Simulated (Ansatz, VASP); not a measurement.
## TlAgTe2 in VASP and in Ansatz

```
Tl Ag Te
1.0
    -1.96000    1.96000    7.76220
     1.96000   -1.96000    7.76220
     1.96000    1.96000   -7.76220
Tl Ag Te
1 1 2
Direct
  0.00000 0.00000 0.00000
  0.75000 0.25000 0.50000
  0.36900 0.36900 0.00000
  0.63100 0.63100 0.00000
```

Change from the starting cell: zz strain of +2 %.

Alike in both runs: task single point; functional LDA; k mesh 13 × 13 × 13; occupations fermi-dirac, width 0.05 eV; no spin polarisation.

|  | VASP | Ansatz |
| --- | --- | --- |
| version | VASP 6.6.1 | Ansatz 0.2.0 |
| potentials or method | VASP PAW LDA potentials, release 64 (Tl_d, Ag, Te), cutoff 520 eV | all-electron LAPW, scalar-relativistic |

```tsv
	VASP	Ansatz	Ansatz less VASP
pressure (GPa)	-2.4	-2.4	-0.02
traceless stress, the component that is largest in VASP (GPa)	1.59	1.57	-0.027
rms of the force components (eV/Å)	0.015	0.010	-0.0049
```

LDA's correlation is that of Perdew and Zunger in VASP and of Perdew and Wang (1992) in Ansatz. Atom by atom the forces differ by 0.005 eV/Å (rms over components). Ansatz ran all-electron here, and VASP with PAW potentials.

Neither program's run includes spin-orbit coupling.
